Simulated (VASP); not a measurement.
# HfSiO4 (Hafnon) (I4_1/amd) in VASP: single point with r2SCAN

Aim: the single point of HfSiO4 (Hafnon) with r2SCAN.

All numbers are computed with VASP 6.6.1; they aren't measurements. Logs are shortened: lines on timing, memory, paths and dates and some standing lists are left out, and cuts for length are marked.

## (1) The cell of the first run

The structure is tetragonal, space group I4_1/amd (No. 141). The conventional cell has a = 6.712 Å, b = 6.712 Å, c = 6.089 Å, α = 90.00°, β = 90.00°, γ = 90.00°. Hf (site symmetry -4m2) has 8 O at 2.17 to 2.30 Å within 2.9 Å. Within 2.2 Å of Si (site symmetry -4m2) lie 4 O at 1.65 Å. Within 2.2 Å of O (site symmetry m) lie 1 Si at 1.65 Å and 1 Hf at 2.17 Å.

## (2) Single point, r2SCAN

Input file POSCAR:

```
HfSiO4
1.0
   -3.3559336400      3.3559336400      3.0442980900
    3.3559336400     -3.3559336400      3.0442980900
    3.3559336400      3.3559336400     -3.0442980900
Hf Si O
2 2 8
Direct
    0.7500000000      0.2500000000      0.5000000000
    0.0000000000      0.0000000000      0.0000000000
    0.2500000000      0.7500000000      0.5000000000
    0.5000000000      0.5000000000      0.0000000000
    0.1369456577      0.3194632715      0.8174823862
    0.0694632715      0.7519808854      0.6825176138
    0.5019808854      0.3194632715      0.1825176138
    0.0694632715      0.3869456577      0.3174823862
    0.6130543423      0.9305367285      0.6825176138
    0.6805367285      0.8630543423      0.1825176138
    0.2480191146      0.9305367285      0.3174823862
    0.6805367285      0.4980191146      0.8174823862
```

Input file INCAR.step1:

```
SYSTEM = HfSiO4
PREC = Accurate ; ENCUT = 520
ISMEAR = -1 ; SIGMA = 0.02
LREAL = .FALSE. ; LASPH = .TRUE.
NELM = 80 ; NBANDS = 50
GGA = PE ; ALGO = Normal
EDIFF = 1E-4 ; LWAVE = .TRUE.
LCHARG = .FALSE.
```

Input file INCAR.step2:

```
SYSTEM = HfSiO4
PREC = Accurate ; ENCUT = 520
EDIFF = 1E-6 ; ISMEAR = -1
SIGMA = 0.02 ; LREAL = .FALSE.
LASPH = .TRUE. ; NELM = 80
ALGO = Normal ; ISIF = 2
LWAVE = .FALSE. ; LCHARG = .TRUE.
METAGGA = R2SCAN ; LMIXTAU = .TRUE.
LELF = .TRUE. ; LVHAR = .TRUE.
NBANDS = 50 ; ISTART = 1
```

Input file KPOINTS:

```
Automatic mesh
0
G
  6 6 6
  0 0 0
```

Potentials or basis: VASP PAW PBE potentials, release 64 (Hf_pv, Si, O).

The run is started by

```console
> cat potpaw_PBE.64/Hf_pv/POTCAR potpaw_PBE.64/Si/POTCAR potpaw_PBE.64/O/POTCAR > POTCAR
> cp INCAR.step1 INCAR
> mpirun -np 1 vasp_std > vasp.out
> cp INCAR.step2 INCAR
> mpirun -np 1 vasp_std > vasp.out
```

OUTCAR:

```text
SYSTEM = HfSiO4
   PREC = Accurate
   ENCUT = 520
   EDIFF = 1E-6
   ISMEAR = -1
   LREAL = .FALSE.
   LASPH = .TRUE.
   NELM = 80
   ISIF = 2
   METAGGA = R2SCAN
   ISTART = 1

 ion  position               nearest neighbor table
   1  0.750  0.250  0.500-   7 2.17  12 2.17  10 2.17   5 2.17   8 2.30   9 2.30   6 2.30  11 2.30
                             3 3.04   3 3.04   2 3.69   2 3.69   2 3.69   2 3.69
   2  0.000  0.000  0.000-   6 2.17  11 2.17   9 2.17   8 2.17  10 2.30   5 2.30   7 2.30  12 2.30
                             4 3.04   4 3.04   1 3.69   1 3.69   1 3.69   1 3.69
   3  0.250  0.750  0.500-   8 1.65   9 1.65   6 1.65  11 1.65   1 3.04   1 3.04
   4  0.500  0.500  0.000-   5 1.65  10 1.65   7 1.65  12 1.65   2 3.04   2 3.04
   5  0.137  0.319  0.817-   4 1.65   1 2.17   2 2.30
   6  0.069  0.752  0.683-   3 1.65   2 2.17   1 2.30
   7  0.502  0.319  0.183-   4 1.65   1 2.17   2 2.30
   8  0.069  0.387  0.317-   3 1.65   2 2.17   1 2.30
   9  0.613  0.931  0.683-   3 1.65   2 2.17   1 2.30
  10  0.681  0.863  0.183-   4 1.65   1 2.17   2 2.30
  11  0.248  0.931  0.317-   3 1.65   2 2.17   1 2.30
  12  0.681  0.498  0.817-   4 1.65   1 2.17   2 2.30

  LATTYP: Found a body centered tetragonal cell.
 ALAT       =     6.7118672800
 C/A-ratio  =     0.9071389415

  Lattice vectors:

 A1 = (  -3.3559336400,   3.3559336400,   3.0442980900)
 A2 = (   3.3559336400,  -3.3559336400,   3.0442980900)
 A3 = (   3.3559336400,   3.3559336400,  -3.0442980900)

Analysis of symmetry for initial positions (statically):
=====================================================================
 Subroutine PRICEL returns:
 Original cell was already a primitive cell.

 Routine SETGRP: Setting up the symmetry group for a
 body centered tetragonal supercell.

 Subroutine GETGRP returns: Found 16 space group operations
 (whereof  8 operations were pure point group operations)
 out of a pool of 16 trial point group operations.

The static configuration has the point symmetry D_2d.
 The point group associated with its full space group is D_4h.

Analysis of symmetry for dynamics (positions and initial velocities):
=====================================================================
 Subroutine PRICEL returns:
 Original cell was already a primitive cell.

 Routine SETGRP: Setting up the symmetry group for a
 body centered tetragonal supercell.

 Subroutine GETGRP returns: Found 16 space group operations
 (whereof  8 operations were pure point group operations)
 out of a pool of 16 trial point group operations.

[... 133 lines left out ...]
   NUPDOWN=      -1.0000    fix difference up-down
   EMIN   =  10.00;   EMAX   =-10.00  energy-range for DOS
   EFERMI =   0.00;   METHOD = LEGACY
   ISMEAR =    -1;   SIGMA  =   0.02  broadening in eV -4-tet -1-fermi 0-gaus
   EFERMI_NEDOS =   21; number of points for ismear=-14 and -15
   IALGO  =     38    algorithm
   IMIX   =      4    mixing-type and parameters
     AMIX     =   0.40;   BMIX     =  1.00
     AMIX_MAG =   1.60;   BMIX_MAG =  1.00
  volume/ion in A,a.u.               =      11.43        77.12
  Fermi-wavevector in a.u.,A,eV,Ry     =   1.344688  2.541091 24.601847  1.808185
  Thomas-Fermi vector in A             =   2.472661
   LORBIT       =      0    0 simple, 1 ext, 2 COOP (PROOUT), +10 PAW based schemes
   METAGGA = R2SCAN    functional components
   LHFCALC =     F    Hartree Fock is set to
   AEXX    =    0.0000 exact exchange contribution
   IVDW    =     0    specifies the selected vdW correction
   LEPSILON=     F    determine dielectric tensor
   LRPA    =     F    only Hartree local field effects (RPA)
 non-spin polarized calculation
  energy-cutoff  :      520.00
  volume of cell :      137.14
 maximum number of plane-waves:      3735
 NGX is ok and might be reduce to    42
   NGX = 21   NGY = 21   NGZ = 21

 number of electron      76.0000010 magnetization

 Free energy of the ion-electron system (eV)
  ---------------------------------------------------
  ext. energy  EPLUGINS =         0.00000000
  ---------------------------------------------------
  free energy    TOTEN  =      -197.24671271 eV

  energy without entropy =     -197.24671271  energy(sigma->0) =     -197.24671271

 E-fermi :   2.8317     XC(G=0): -11.3903

 val. band max:        2.3749616620   @ k =   0.0000   0.0000   0.0000
 cond. band min:       7.9887548599   @ k =   0.3333   0.3333   0.1667
 fundamental gap:      5.6137931979
 Fermi energy:         2.8317234712

 k-point     1 :       0.0000    0.0000    0.0000
  band No.  band energies     occupation
      1     -28.2528      2.00000
      2     -28.2528      2.00000
      3     -28.2087      2.00000
      4     -28.1978      2.00000
      5     -28.1198      2.00000
      6     -28.1198      2.00000
[... 1261 lines left out ...]
     49      11.2704      0.00000
     50      12.5245      0.00000

 [... further k-points ...]

------------------------ aborting loop because EDIFF is reached ----------------------------------------

  FORCE on cell =-STRESS in cart. coord.  units (eV):
  Direction    XX          YY          ZZ          XY          YZ          ZX
  --------------------------------------------------------------------------------------
  -------------------------------------------------------------------------------------
  Total      -11.1681622    -11.1681622    -13.2370387      0.0000000     -0.0000000      0.0000000
  in kB     -130.4723241   -130.4723241   -154.6420238      0.0000000     -0.0000000      0.0000000
  external PRESSURE =    -138.5288907 kB  Pullay stress =       0.0000000 kB

 VOLUME and BASIS-vectors are now :
 -----------------------------------------------------------------------------
  energy-cutoff  :      520.00
  volume of cell :      137.14
      direct lattice vectors                 reciprocal lattice vectors
    -3.355933640  3.355933640  3.044298090     0.000000000  0.148989835  0.164241472
     3.355933640 -3.355933640  3.044298090     0.148989835  0.000000000  0.164241472
     3.355933640  3.355933640 -3.044298090     0.148989835  0.148989835  0.000000000

 POSITION                                       TOTAL-FORCE (eV/Angst)
 -----------------------------------------------------------------------------------
      0.00000      3.35593      1.52215        -0.000000     -0.000000      0.000000
      0.00000      0.00000      0.00000        -0.000000     -0.000000      0.000000
      3.35593      0.00000      1.52215        -0.000000     -0.000000      0.000000
      0.00000      0.00000      3.04430        -0.000000     -0.000000      0.000000
      3.35593      2.13090     -1.09922        -0.000000     -0.136158     -0.146218
      4.58097     -0.00000      0.42293         0.136158     -0.000000     -0.146218
     -0.00000      1.22503      1.94508        -0.000000      0.136158     -0.146218
      2.13090     -0.00000      0.42293        -0.136158     -0.000000     -0.146218
      3.35593      1.22503      2.62136        -0.000000      0.136158      0.146218
      1.22503      0.00000      4.14351         0.136158     -0.000000      0.146218
      3.35593     -1.22503      2.62136        -0.000000     -0.136158      0.146218
      2.13090      3.35593      1.09922        -0.136158     -0.000000      0.146218
 -----------------------------------------------------------------------------------
    total drift:                               -0.000000     -0.000000     -0.000000

  FREE ENERGIE OF THE ION-ELECTRON SYSTEM (eV)
  ---------------------------------------------------
  free  energy   TOTEN  =      -197.2467127087 eV

  energy  without entropy=     -197.2467127087  energy(sigma->0) =     -197.24671271
```

OUTCAR.step1:

```text
SYSTEM = HfSiO4
   PREC = Accurate
   ENCUT = 520
   ISMEAR = -1
   LREAL = .FALSE.
   LASPH = .TRUE.
[... 1537 lines left out ...]
      1.22503      0.00000      4.14351         0.329897      0.000000      0.301829
      3.35593     -1.22503      2.62136        -0.000000     -0.329897      0.301829
      2.13090      3.35593      1.09922        -0.329897      0.000000      0.301829
 -----------------------------------------------------------------------------------
    total drift:                               -0.000000     -0.000000     -0.000000

  FREE ENERGIE OF THE ION-ELECTRON SYSTEM (eV)
  ---------------------------------------------------
  free  energy   TOTEN  =      -108.5098923987 eV

  energy  without entropy=     -108.5098923987  energy(sigma->0) =     -108.50989240
```

Wall time 12 min (1 thread of Intel Xeon Platinum 8375C at 2.90GHz (Ice Lake), shared host); peak memory 0.38 GiB.

What came out:

```
Free energy            : -197.2467 eV
Pressure               : -13.9 GPa
Largest force          : 0.200 eV/Å
Band gap on the k mesh : 5.61 eV, indirect (least direct gap 5.90 eV)
```

Forces in eV/Å, atoms in the order of the input:
```
Hf   0.000  0.000  0.000
Hf   0.000  0.000  0.000
Si   0.000  0.000  0.000
Si   0.000  0.000  0.000
O    0.000 -0.136 -0.146
O    0.136  0.000 -0.146
O    0.000  0.136 -0.146
O   -0.136  0.000 -0.146
O    0.000  0.136  0.146
O    0.136  0.000  0.146
O    0.000 -0.136  0.146
O   -0.136  0.000  0.146
```

Caveat: the PAW data sets were made with another functional, which shifts forces and pressure a little; spin-orbit coupling is left out, which moves the levels of the heavy elements. r2SCAN opens gaps a little over a GGA but as a rule still falls short of measured ones.
